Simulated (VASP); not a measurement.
A run of VASP 6.6.1 is set up as follows.

INCAR

```
SYSTEM = Se
PREC = Accurate
ENCUT = 520
EDIFF = 1E-7
ISMEAR = 0
SIGMA = 0.05
LREAL = .FALSE.
LASPH = .TRUE.
NELM = 80
ALGO = Normal
ISIF = 2
LWAVE = .FALSE.
LCHARG = .TRUE.
GGA = PE
LELF = .TRUE.
LVHAR = .TRUE.
NBANDS = 9
```

File KPOINTS:

```
regular mesh
0
G
  20 20 20
  0 0 0
```

The input POSCAR:

```
Se
1.0
   -1.4818229734      1.4818229734      1.4818229734
    1.4818229734     -1.4818229734      1.4818229734
    1.4818229734      1.4818229734     -1.4818229734
Se
1
Direct
    0.0000000000      0.0000000000      0.0000000000
```

Potentials or basis: VASP PAW PBE potentials, release 64 (Se).

Command:

```sh
$ cat potpaw_PBE.64/Se/POTCAR > POTCAR
$ mpirun -np 1 vasp_std > vasp.out
```

Task: What does it give for the band gap on the k mesh?

Result: Zero (bands 3 and 4 overlap by 12.90 eV).

Task: Estimate the pressure.

Result: 88.8 GPa.

Caveat: the cell stands under pressure.
